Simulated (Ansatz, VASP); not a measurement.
## One calculation of BaTiO3, two programs

```
CELL_PARAMETERS angstrom
4.01309 0.00000 0.00000
0.00000 4.01309 0.00000
0.00000 0.00000 4.03135
ATOMIC_POSITIONS crystal
Ba 0.00000 0.00000 0.00000
Ti 0.50000 0.50000 0.50000
O 0.50000 0.50000 0.00000
O 0.50000 0.00000 0.50000
O 0.00000 0.50000 0.50000
```

Change from the starting cell: volume scaled by 1.01.

Alike in both runs: task single point; functional PBE; k mesh 7 × 7 × 7; occupations fermi-dirac, width 0.03 eV; no spin polarisation.

```csv
,VASP,Ansatz
version,VASP 6.6.1,Ansatz 0.2.0
potentials or method,"VASP PAW PBE potentials, release 64 (Ba_sv, Ti_sv, O), cutoff 520 eV","all-electron LAPW, scalar-relativistic"
```

|  | VASP | Ansatz | Ansatz less VASP |
| --- | --- | --- | --- |
| gap on the k mesh at the Fermi level (eV) | 1.78 | 1.84 | +0.059 |
| pressure (GPa) | 1.7 | 0.0 | -1.70 |
| traceless stress, the component that is largest in VASP (GPa) | -0.56 | -0.54 | +0.020 |

Ansatz ran all-electron here, and VASP with PAW potentials.

Neither program's run includes spin-orbit coupling.
